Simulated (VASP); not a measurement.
Fe:

```xyz
2
Lattice="2.8660 0.0000 0.0000 0.0000 2.8660 0.0000 0.0000 0.0000 2.8660" Properties=species:S:1:pos:R:3 pbc="T T T"
Fe    0.0000    0.0000    0.0000
Fe    1.4330    1.4330    1.4330
```

```yaml
Program: VASP 6.6.1
Task: relaxation of volume and atoms at fixed shape
Functional: PBE
Potentials_or_basis: VASP PAW PBE potentials, release 64 (Fe)
Cutoff: 600 eV
k_mesh: 18 × 18 × 18
Occupations: methfessel-paxton, width 0.1 eV
Spin: collinear spin, ferromagnetic start
Starting_moments: "[2.4, 2.4] μB"
```

At the start: pressure -6.5 GPa; volume 11.77 Å³/atom.

How do energy, volume and symmetry change on relaxing?

Over 3 steps the energy falls by 9.1 meV/atom and the volume is 11.34 Å³/atom (-3.7 %); space group Im-3m (No. 229, to 0.05 Å); moment 4.37 μB per cell.

Step by step:
| step | energy change (eV) | largest force (eV/Å) | pressure (GPa) | volume (Å³) |
| --- | --- | --- | --- | --- |
| 1 | 0.0000 | 0.0000 | -6.52 | 23.54 |
| 2 | -0.0035 | 0.0000 | 6.66 | 21.95 |
| 3 | -0.0181 | 0.0000 | 0.00 | 22.68 |

Final structure:
```
Fe
1.0
     2.83066    0.00000    0.00000
     0.00000    2.83066    0.00000
     0.00000    0.00000    2.83066
Fe
2
Cartesian
  0.0000 0.0000 0.0000
  1.4153 1.4153 1.4153
```
